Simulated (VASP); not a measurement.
A run of VASP 6.6.1 is set up as follows.

File INCAR:

```
SYSTEM = NaH
PREC = Accurate
ENCUT = 500
EDIFF = 1E-6
ISMEAR = 0
SIGMA = 0.01
LREAL = .False.
LASPH = .True.
NELM = 120
ALGO = Normal
ISIF = 2
LWAVE = .False.
LCHARG = .False.
GGA = PS
NBANDS = 11
GGA_COMPAT = .False.
```

File KPOINTS:

```
regular mesh
0
Gamma
  8 8 8
  0 0 0
```

POSCAR

```
NaH
1.0
    2.3836984615      2.3836984615      0.0000000000
   -2.3836984615      2.3836984615      0.0000000000
    0.0000000000      2.3836984615      2.4028638763
Na H
1 1
Direct
    0.0000000000      0.0000000000      0.0000000000
    0.5000000000      0.5000000000      0.0000000000
```

Potentials or basis: VASP PAW PBE potentials, release 64 (Na_pv, H).

Run with:

```bash
$ cat potpaw_PBE.64/Na_pv/POTCAR potpaw_PBE.64/H/POTCAR > POTCAR
$ mpirun -np 1 vasp_std > vasp.out
```

Question: What does it give for the band gap on the k mesh?

Answer: 3.61 eV, indirect (least direct gap 4.53 eV).

Question: Estimate the pressure.

Answer: 0.1 GPa.

Stress tensor (GPa, compression positive):
```
 0.21  0.00  0.00
 0.00  0.21  0.00
 0.00  0.00 -0.08
```

Caveat: the cell differs from its parent crystal (in-plane strain -0.005, then relaxed in part); the PAW data sets were made with another functional, which shifts forces and pressure a little. A k mesh can miss the band edges.
